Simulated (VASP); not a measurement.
Runs of VASP 6.6.1 on Sr. The structure is that of space group I4/mmm (No. 139), or close to it. The cells are those of the table. 

```tsv
cell	further INCAR settings	gap on the mesh (eV)	pressure (GPa)
a = 4.201 Å, angles 108.3, 108.3, 111.9°, 1 atom	ALGO = Fast; EDIFF = 1e-07; NBANDS = 11	none	-1.8
a = 4.160 Å, angles 111.1, 111.1, 106.2°, 1 atom	ALGO = Fast; EDIFF = 1e-07; NBANDS = 11	none	(a)
a = 4.201 Å, angles 110.7, 110.7, 107.0°, 1 atom	ALGO = Fast; EDIFF = 1e-06; NBANDS = 11	none	-1.8
a = 4.138 Å, angles 110.7, 110.7, 107.0°, 1 atom	ALGO = Fast; EDIFF = 1e-07; NBANDS = 11	none	-1.5
```

Alike in all rows: task single point; level LDA; potentials or basis VASP PAW LDA potentials, release 64 (Sr_sv); no spin polarisation; k mesh 14 × 14 × 14; cutoff (eV) 520; smearing gaussian 0.15 eV.

**Question.** Fill in the values left out.

**Answer.** (a) -1.6.

A k mesh can miss the band edges, and the runs leave out spin-orbit coupling on Sr.

A gap of «none» marks levels without a gap at the run's occupations.
